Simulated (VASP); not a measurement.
Here is a VASP 6.6.1 calculation.

INCAR

```
  PREC = Accurate
  ENCUT = 600
  EDIFF = 1E-8
  ISMEAR = 0
  SIGMA = 0.01
  LREAL = F
  LASPH = T
  NELM = 120
  ALGO = Normal
  ISIF = 3
  LWAVE = F
  LCHARG = F
  GGA = PS
  NBANDS = 11
  IBRION = 6
  NFREE = 2
  POTIM = 0.015
  NSW = 1
  GGA_COMPAT = F
```

KPOINTS

```
Automatic mesh
0
Gamma
  18 18 18
```

File POSCAR:

```
C
1.0
    1.2220792398      0.7055677781      3.0076198633
   -1.2220792398      0.7055677781      3.0076198633
    0.0000000000     -1.4111355561      3.0076198633
C
2
Direct
    0.1664663691      0.1664663691      0.1664663691
    0.8335336309      0.8335336309      0.8335336309
```

Potentials or basis: VASP PAW PBE potentials, release 64 (C).

Launch:

```bash
$ cat potpaw_PBE.64/C/POTCAR > POTCAR
$ mpirun -np 1 vasp_std > vasp.out
```

Problem. What does it give for the Voigt bulk modulus?

Solution. 331 GPa.

Problem. Predict the highest phonon frequency at Γ.

Solution. 1619 cm⁻¹.

Elastic tensor in Voigt notation (GPa, in the Cartesian axes of the cell as first typed):
```
1222  237   -8    4    0    0
 237 1222   -8   -4    0    0
  -8   -8   91    0    0    0
   4   -4    0   12    0    0
   0    0    0    0   12    4
   0    0    0    0    4  493
```

Caveat: the cell is under stress, which shifts elastic constants; this functional lacks dispersion, which binds layers or chains, so the pressure and a relaxed spacing across them are unreliable; the PAW data sets were made with another functional, which shifts forces and pressure a little.
